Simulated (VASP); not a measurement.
# C (Pmmn) in VASP: a series of runs

C is run at these levels: PBE; tasks: single point, relaxation of cell and atoms.

Program: VASP 6.6.1. These are calculated values, not measurements. Logs are shortened: lines on timing, memory, paths and dates and some standing lists are left out, and cuts for length are marked.

## 1. The cell of the first run

It takes space group Pmmn (No. 59, orthorhombic). The conventional cell has a = 1.613 Å, b = 2.730 Å, c = 4.369 Å, α = 90.00°, β = 90.00°, γ = 90.00°. C (site symmetry mm2) has 6 C at 1.61 to 1.91 Å within 2.1 Å.

The cell was built from a structure type or drawn by symmetry, and may not be a known phase.

## 2. Single point, PBE

Input file INCAR:

```
  ALGO = Normal
  EDIFF = 1E-7
  ENCUT = 520
  GGA = PE
  ISIF = 2
  ISMEAR = 0
  LASPH = True
  LCHARG = False
  LREAL = False
  LWAVE = False
  NBANDS = 11
  NELM = 80
  PREC = Accurate
  SIGMA = 0.1
```

Input file KPOINTS:

```
k-points
0
Gamma
  10 6 6
```

Input file POSCAR:

```
C
1.0
    1.6127608849      0.0000000000      0.0000000000
    0.0000000000      2.7298976851      0.0000000000
    0.0000000000      0.0000000000      4.3692138506
C
2
Direct
    0.0000000000      0.5000000000      0.6216356196
    0.5000000000      0.0000000000      0.3783643804
```

Potentials or basis: VASP PAW PBE potentials, release 64 (C).

On the command line:

```console
$ cat potpaw_PBE.64/C/POTCAR > POTCAR
$ mpirun -np 1 vasp_std > vasp.out
```

OUTCAR:

```text
EDIFF = 1E-7
   ENCUT = 520
   GGA = PE
   ISIF = 2
   ISMEAR = 0
   LASPH = True
   LREAL = False
   NELM = 80
   PREC = Accurate

 ion  position               nearest neighbor table
   1  0.000  0.500  0.622-   2 1.91   2 1.91   2 1.91   2 1.91
   2  0.500  0.000  0.378-   1 1.91   1 1.91   1 1.91   1 1.91

  LATTYP: Found a simple orthorhombic cell.
 ALAT       =     1.6127608849
 B/A-ratio  =     1.6926859466
 C/A-ratio  =     2.7091516737

  Lattice vectors:

 A1 = (   1.6127608849,   0.0000000000,   0.0000000000)
 A2 = (   0.0000000000,   2.7298976851,   0.0000000000)
 A3 = (   0.0000000000,   0.0000000000,   4.3692138506)

Analysis of symmetry for initial positions (statically):
=====================================================================
 Subroutine PRICEL returns:
 Original cell was already a primitive cell.

 Routine SETGRP: Setting up the symmetry group for a
 simple orthorhombic supercell.

 Subroutine GETGRP returns: Found  8 space group operations
 (whereof  4 operations were pure point group operations)
 out of a pool of  8 trial point group operations.

The static configuration has the point symmetry C_2v.
 The point group associated with its full space group is D_2h.

Analysis of symmetry for dynamics (positions and initial velocities):
=====================================================================
 Subroutine PRICEL returns:
 Original cell was already a primitive cell.

 Routine SETGRP: Setting up the symmetry group for a
 simple orthorhombic supercell.

 Subroutine GETGRP returns: Found  8 space group operations
 (whereof  4 operations were pure point group operations)
 out of a pool of  8 trial point group operations.

The dynamic configuration has the point symmetry C_2v.
 The point group associated with its full space group is D_2h.

 Subroutine INISYM returns: Found  8 space group operations
 (whereof  4 operations are pure point group operations),
 and found     1 'primitive' translations

----------------------------------------------------------------------------------------

                                     Primitive cell

  volume of cell :      19.2362

  direct lattice vectors                    reciprocal lattice vectors
     1.612760885  0.000000000  0.000000000     0.620054721  0.000000000  0.000000000
     0.000000000  2.729897685  0.000000000     0.000000000  0.366314095  0.000000000
     0.000000000  0.000000000  4.369213851     0.000000000  0.000000000  0.228874126

  length of vectors
     1.612760885  2.729897685  4.369213851     0.620054721  0.366314095  0.228874126

  position of ions in fractional coordinates (direct lattice)
     0.000000000  0.500000000  0.621635620
     0.500000000  0.000000000  0.378364380

  ion indices of the primitive-cell ions
   primitive index   ion index
                 1           1
                 2           2

----------------------------------------------------------------------------------------

 KPOINTS: k-points

Automatic generation of k-mesh.
 Grid dimensions read from file:
 generate k-points for:   10    6    6

 Generating k-lattice:

  Cartesian coordinates                     Fractional coordinates (reciprocal lattice)
     0.062005472  0.000000000  0.000000000     0.100000000  0.000000000  0.000000000
     0.000000000  0.061052349  0.000000000     0.000000000  0.166666667  0.000000000
     0.000000000  0.000000000  0.038145688     0.000000000  0.000000000  0.166666667

  Length of vectors
     0.062005472  0.061052349  0.038145688

  Shift w.r.t. Gamma in fractional coordinates (k-lattice)
     0.000000000  0.000000000  0.000000000

 Subroutine IBZKPT returns following result:
 ===========================================

 Found     96 irreducible k-points:

 Following reciprocal coordinates:
            Coordinates               Weight
  0.000000  0.000000  0.000000      1.000000
  0.100000  0.000000  0.000000      2.000000
  0.200000  0.000000  0.000000      2.000000
  0.300000  0.000000  0.000000      2.000000
  0.400000  0.000000  0.000000      2.000000
  0.500000  0.000000  0.000000      1.000000
[... 16 lines left out ...]
  0.400000  0.500000  0.000000      2.000000
  0.500000  0.500000  0.000000      1.000000
 [... further k-points ...]
   k-points           NKPTS =     96   k-points in BZ     NKDIM =     96   number of bands    NBANDS=     11
   number of dos      NEDOS =    301   number of ions     NIONS =      2
   total plane-waves  NPLWV =   7680
   dimension x,y,z NGX =    12 NGY =   20 NGZ =   32
   dimension x,y,z NGXF=    24 NGYF=   40 NGZF=   64
   ions per type =               2
   NGX,Y,Z   is equivalent  to a cutoff of  12.37, 12.18, 12.18 a.u.
   NGXF,Y,Z  is equivalent  to a cutoff of  24.74, 24.36, 24.35 a.u.
 SYSTEM =  unknown system
   PREC   = accura    normal or accurate (medium, high low for compatibility)
   ISTART =      0    job   : 0-new  1-cont  2-samecut
   ICHARG =      2    charge: 1-file 2-atom 10-const
   ISPIN  =      1    spin polarized calculation?
   LNONCOLLINEAR =      F non collinear calculations
   LSORBIT =      F    spin-orbit coupling
   LASPH  =      T    aspherical Exc in radial PAW
   ENCUT  =  520.0 eV  38.22 Ry    6.18 a.u.   3.00  5.08  8.12*2*pi/ulx,y,z
   NELM   =     80;   NELMIN=  2; NELMDL= -5     # of ELM steps
   EDIFF  = 0.1E-06   stopping-criterion for ELM
   LREAL  =      F    real-space projection
   EDIFFG = 0.1E-05   stopping-criterion for IOM
   NSW    =      0    number of steps for IOM
   IBRION =     -1    ionic relax: 0-MD 1-quasi-New 2-CG
   NFREE  =      0    steps in history (QN), initial steepest desc. (CG)
   ISIF   =      2    stress and relaxation
   ISYM   =      2    0-nonsym 1-usesym 2-fastsym
   POTIM  = 0.5000    time-step for ionic-motion
   TEBEG  =    0.0;   TEEND  =   0.0 temperature during run
   PSTRESS=    0.0 pullay stress
   NELECT =       8.0000    total number of electrons
   NUPDOWN=      -1.0000    fix difference up-down
   EMIN   =  10.00;   EMAX   =-10.00  energy-range for DOS
   EFERMI =   0.00;   METHOD = LEGACY
   ISMEAR =     0;   SIGMA  =   0.10  broadening in eV -4-tet -1-fermi 0-gaus
   EFERMI_NEDOS =   21; number of points for ismear=-14 and -15
   IALGO  =     38    algorithm
   IMIX   =      4    mixing-type and parameters
     AMIX     =   0.40;   BMIX     =  1.00
     AMIX_MAG =   1.60;   BMIX_MAG =  1.00
  volume/ion in A,a.u.               =       9.62        64.91
  Fermi-wavevector in a.u.,A,eV,Ry     =   1.221982  2.309212 20.316776  1.493241
  Thomas-Fermi vector in A             =   2.357145
   LORBIT       =      0    0 simple, 1 ext, 2 COOP (PROOUT), +10 PAW based schemes
   GGA     = PE    functional components
   LHFCALC =     F    Hartree Fock is set to
   AEXX    =    0.0000 exact exchange contribution
   IVDW    =     0    specifies the selected vdW correction
   LEPSILON=     F    determine dielectric tensor
   LRPA    =     F    only Hartree local field effects (RPA)
 non-spin polarized calculation
 Gauss-broadening in eV      SIGMA  =   0.10
  energy-cutoff  :      520.00
  volume of cell :       19.24
 maximum number of plane-waves:       536
 NGX is ok and might be reduce to    12
   NGX =  5   NGY = 11   NGZ = 17

 number of electron       8.0000000 magnetization

 Free energy of the ion-electron system (eV)
  ---------------------------------------------------
  ext. energy  EPLUGINS =         0.00000000
  ---------------------------------------------------
  free energy    TOTEN  =       -11.34904212 eV

  energy without entropy =      -11.34802785  energy(sigma->0) =      -11.34853499

 E-fermi :   4.6747     XC(G=0): -10.2140

 val. band max:        4.5913946588   @ k =   0.3000   0.0000   0.3333
 cond. band min:       4.7407623319   @ k =   0.3000   0.1667   0.5000
 fundamental gap:      0.1493676731
 Fermi energy:         4.6747293337

 k-point     1 :       0.0000    0.0000    0.0000
  band No.  band energies     occupation
      1     -16.0650      2.00000
      2      -6.7012      2.00000
      3      -2.0752      2.00000
      4      -0.5207      2.00000
      5       4.1681      2.00000
      6       7.6411      0.00000
      7      12.8098      0.00000
      8      18.5417      0.00000
      9      19.8837      0.00000
     10      22.8389      0.00000
     11      24.4289      0.00000

 k-point     2 :       0.1000    0.0000    0.0000
  band No.  band energies     occupation
      1     -15.6215      2.00000
      2      -6.3344      2.00000
      3      -1.5681      2.00000
      4      -0.0094      2.00000
      5       4.5078      1.98177
      6       8.0372      0.00000
      7      13.1369      0.00000
      8      17.2930      0.00000
      9      19.0073      0.00000
     10      20.7422      0.00000
     11      25.0645      0.00000

 k-point     3 :       0.2000    0.0000    0.0000
  band No.  band energies     occupation
      1     -14.3006      2.00000
      2      -5.2907      2.00000
      3      -0.0672      2.00000
      4       1.4985      2.00000
      5       5.4368      0.00000
      6       9.1203      0.00000
      7      12.3123      0.00000
      8      13.5932      0.00000
      9      17.5462      0.00000
     10      20.2960      0.00000
     11      26.7907      0.00000

 k-point     4 :       0.3000    0.0000    0.0000
  band No.  band energies     occupation
      1     -12.1387      2.00000
      2      -3.8430      2.00000
      3       2.3502      2.00000
      4       3.8935      2.00000
      5       5.6731      0.00000
      6       8.5494      0.00000
      7      10.4360      0.00000
      8      11.2961      0.00000
      9      17.4459      0.00000
     10      21.8736      0.00000
     11      29.6880      0.00000

 k-point     5 :       0.4000    0.0000    0.0000
  band No.  band energies     occupation
      1      -9.2243      2.00000
      2      -3.3104      2.00000
      3       3.3025      2.00000
      4       5.4771      0.00000
      5       6.6898      0.00000
      6       7.7961      0.00000
      7       9.3652      0.00000
      8      10.7356      0.00000
      9      19.0482      0.00000
     10      21.5187      0.00000
     11      27.2246      0.00000
[... 211 lines left out ...]
 k-point    21 :       0.2000    0.5000    0.0000
  band No.  band energies     occupation
      1     -10.4567      2.00000
      2     -10.4567      2.00000
      3      -0.4823      2.00000
      4      -0.4823      2.00000
      5       8.1750      0.00000
      6       8.1750      0.00000
      7      14.2500      0.00000
      8      14.2500      0.00000
      9      17.8908      0.00000
     10      17.8908      0.00000
     11      27.6250      0.00000

 k-point    22 :       0.3000    0.5000    0.0000
  band No.  band energies     occupation
      1      -8.4649      2.00000
      2      -8.4649      2.00000
      3       1.7504      2.00000
      4       1.7504      2.00000
      5       9.0319      0.00000
      6       9.0319      0.00000
      7      10.0262      0.00000
      8      10.0262      0.00000
      9      19.0336      0.00000
     10      19.0336      0.00000
     11      29.0654      0.00000

 k-point    23 :       0.4000    0.5000    0.0000
  band No.  band energies     occupation
      1      -6.0171      2.00000
      2      -6.0171      2.00000
      3       3.8554      2.00000
      4       3.8554      2.00000
      5       5.7463      0.00000
      6       5.7463      0.00000
      7      10.3080      0.00000
      8      10.3080      0.00000
      9      20.2836      0.00000
     10      20.2836      0.00000
     11      27.6059      0.00000

 k-point    24 :       0.5000    0.5000    0.0000
  band No.  band energies     occupation
      1      -4.4639      2.00000
      2      -4.4639      2.00000
      3       2.3305      2.00000
      4       2.3305      2.00000
      5       8.1719      0.00000
      6       8.1719      0.00000
      7       8.3390      0.00000
      8       8.3390      0.00000
      9      22.8729      0.00000
     10      22.8729      0.00000
     11      23.6496      0.00000

 [... further k-points ...]

------------------------ aborting loop because EDIFF is reached ----------------------------------------

  FORCE on cell =-STRESS in cart. coord.  units (eV):
  Direction    XX          YY          ZZ          XY          YZ          ZX
  --------------------------------------------------------------------------------------
  -------------------------------------------------------------------------------------
  Total        0.0467005      0.0225184      0.0334474      0.0000000      0.0000000      0.0000000
  in kB        3.8896672      1.8755512      2.7858185      0.0000000      0.0000000      0.0000000
  external PRESSURE =       2.8503456 kB  Pullay stress =       0.0000000 kB

 VOLUME and BASIS-vectors are now :
 -----------------------------------------------------------------------------
  energy-cutoff  :      520.00
  volume of cell :       19.24
      direct lattice vectors                 reciprocal lattice vectors
     1.612760885  0.000000000  0.000000000     0.620054721  0.000000000  0.000000000
     0.000000000  2.729897685  0.000000000     0.000000000  0.366314095  0.000000000
     0.000000000  0.000000000  4.369213851     0.000000000  0.000000000  0.228874126

 POSITION                                       TOTAL-FORCE (eV/Angst)
 -----------------------------------------------------------------------------------
      0.00000      1.36495      2.71606         0.000000      0.000000      0.018663
      0.80638      0.00000      1.65315         0.000000      0.000000     -0.018663
 -----------------------------------------------------------------------------------
    total drift:                                0.000000      0.000000      0.000000

  FREE ENERGIE OF THE ION-ELECTRON SYSTEM (eV)
  ---------------------------------------------------
  free  energy   TOTEN  =       -11.3490421242 eV

  energy  without entropy=      -11.3480278480  energy(sigma->0) =      -11.34853499
```

It took 8.2 s on 1 thread of Intel Xeon 8259CL, shared host; peak memory 0.13 GiB.

Results:

| Quantity | Value |
| --- | --- |
| Free energy | -11.3490 eV |
| Pressure | 0.3 GPa |
| Largest force | 0.019 eV/Å |
| Band gap on the k mesh | zero (bands 4 and 5 overlap by 1.84 eV) |

Forces on the atoms (eV/Å):
```
C    0.000  0.000  0.019
C    0.000  0.000 -0.019
```

Stress tensor (GPa, compression positive):
```
0.39 0.00 0.00
0.00 0.19 0.00
0.00 0.00 0.28
```

Caveat: the k points lie up to 0.39 Å⁻¹ apart, too coarse for converged energies and pressures of a metal; this functional lacks dispersion, which binds the layers, so the pressure and a relaxed spacing across them are unreliable.

## 3. Relaxation of cell and atoms, PBE

This run uses another cell than the first one, of 5.68 Å³/atom.

Input file INCAR:

```
PREC     = Accurate       # precision mode
ENCUT    = 600            # plane-wave cutoff, eV
EDIFF    = 1E-6           # SCF threshold, eV
ISMEAR   = 0              # smearing method
SIGMA    = 0.1            # smearing width, eV
LREAL    = F              # projectors in reciprocal space
LASPH    = T              # aspherical terms in the spheres
NELM     = 80             # most SCF steps
ALGO     = Normal         # electronic algorithm
ISIF     = 3              # what is computed and relaxed
LWAVE    = F              # write WAVECAR
LCHARG   = F              # write CHGCAR
GGA      = PE             # functional
IBRION   = 2              # ionic algorithm
NSW      = 90             # ionic steps
EDIFFG   = -0.04          # ionic threshold
```

Input file KPOINTS:

```
Automatic mesh
0
Gamma
  10 6 6
```

Input file POSCAR:

```
C
1.0
    1.5775078700      0.0000000000      0.0000000000
    0.0000000000      2.5477879300      0.0000000000
    0.0000000000      0.0000000000      2.8255131500
C
2
Direct
    0.0000000000      0.5000000000      0.6780852700
    0.5000000000      0.0000000000      0.3219147300
```

Potentials or basis: VASP PAW PBE potentials, release 64 (C).

On the command line:

```console
$ cat potpaw_PBE.64/C/POTCAR > POTCAR
$ mpirun -np 1 vasp_std > vasp.out
```

Run time: 5.5 min. Hardware: 1 thread of Intel Xeon 8259CL, shared host; peak memory 0.12 GiB.

The run converged. Its results:

```yaml
Free_energy: -15.7139 eV
Relaxed_volume: 10.52 Å³/atom
Relaxed_cell: a = 1.273 Å, b = 3.755 Å, c = 4.402 Å, α = 90.00°, β = 90.00°, γ = 90.00°
Space_group_after_relaxing_to_0.1_Å: Immm (No. 71)
Energy_gained_by_relaxing: 2581.0 meV/atom
Ionic_steps: 72
Pressure_after_relaxing: 0.1 GPa
Largest_force_after_relaxing: 0.017 eV/Å
Band_gap_on_the_k_mesh: zero (bands 4 and 5 overlap by 14.28 eV)
```

Forces in eV/Å, atoms in the order of the input:
```
C    0.000  0.000  0.017
C    0.000  0.000 -0.017
```

Stress tensor (GPa, compression positive):
```
-0.23  0.00  0.00
 0.00  0.50  0.00
 0.00  0.00  0.08
```

Step by step:
```csv
step,energy change (eV),largest force (eV/Å),pressure (GPa),volume (Å³)
1,0.0000,0.2811,54.53,11.36
3,-0.4983,0.6108,-4.11,14.62
5,-1.0715,0.4849,-1.60,15.14
7,-1.7901,3.6931,31.14,15.24
9,-1.9910,5.3773,75.51,15.21
11,-2.0119,5.3325,71.88,15.24
13,-2.0424,5.3469,83.34,15.42
15,-2.1436,5.1735,80.33,15.55
17,-2.5669,4.7701,69.20,16.15
19,-3.7305,2.3458,31.24,18.65
21,-4.1977,0.7562,-1.74,22.23
23,-4.2870,0.6895,-9.36,21.87
25,-4.5209,0.7844,4.24,19.68
27,-4.5428,0.7676,14.26,18.29
29,-4.5969,0.6038,-0.84,18.27
31,-4.6392,0.5060,3.22,18.18
33,-4.7274,0.4252,-4.26,18.85
35,-4.7769,0.0191,-14.72,19.91
37,-4.8088,0.0998,-13.19,20.10
39,-4.8452,0.6258,-6.73,20.88
41,-4.8696,0.4588,-6.28,20.57
43,-4.8732,0.2444,16.72,19.65
45,-4.9169,0.3331,4.76,20.11
47,-4.9873,0.1801,3.43,20.30
49,-5.0502,0.6637,-0.46,20.92
51,-5.0878,0.3619,7.53,20.89
53,-5.1083,0.3472,2.63,21.18
55,-5.1206,0.3306,-1.96,21.73
57,-5.1404,0.2762,-3.30,21.36
59,-5.1421,0.2485,-3.80,21.21
61,-5.1515,0.2046,-0.70,20.96
63,-5.1544,0.1577,2.37,20.72
65,-5.1574,0.1293,1.82,20.82
67,-5.1605,0.0128,-0.53,21.24
69,-5.1615,0.0412,-0.76,21.13
71,-5.1617,0.0363,-0.35,21.11
72,-5.1621,0.0167,0.12,21.05
```

Final structure:
```
CELL_PARAMETERS angstrom
1.27322 0.00000 0.00000
0.00000 3.75547 0.00000
0.00000 0.00000 4.40156
ATOMIC_POSITIONS crystal
C 0.00000 0.50000 0.74927
C 0.50000 0.00000 0.25073
```

Levels at points of the mesh, in eV from the Fermi level:
| k point | band 2 | band 3 | band 4 | band 5 | band 6 | band 7 |
| --- | --- | --- | --- | --- | --- | --- |
| (0.00, 0.00, 0.00) | -15.93 | -7.14 | -6.33 | -4.16 | -3.73 | 5.98 |
| (0.50, 0.00, 0.00) | -9.42 | 8.42 | 8.42 | 11.25 | 11.25 | 11.43 |
| (0.00, 0.50, 0.00) | -16.73 | -6.00 | -6.00 | -5.65 | -5.65 | 9.61 |
| (0.50, 0.50, 0.00) | -9.40 | 8.55 | 8.55 | 11.15 | 11.15 | 11.45 |
| (0.00, 0.00, 0.50) | -16.82 | -5.65 | -5.64 | -5.36 | -5.33 | 8.25 |
| (0.50, 0.00, 0.50) | -9.40 | 8.40 | 8.40 | 11.42 | 11.42 | 11.51 |
| (0.00, 0.50, 0.50) | -16.67 | -7.64 | -7.64 | -3.69 | -3.69 | 10.15 |
| (0.50, 0.50, 0.50) | -9.40 | 8.63 | 8.63 | 11.07 | 11.07 | 11.22 |

Caveat: the k points lie up to 0.49 Å⁻¹ apart in the final cell, too coarse for converged energies and pressures of a metal; the volume moved by over 15 % at a fixed basis, so the end points are rough.

(Continued in part 2 of 2.)
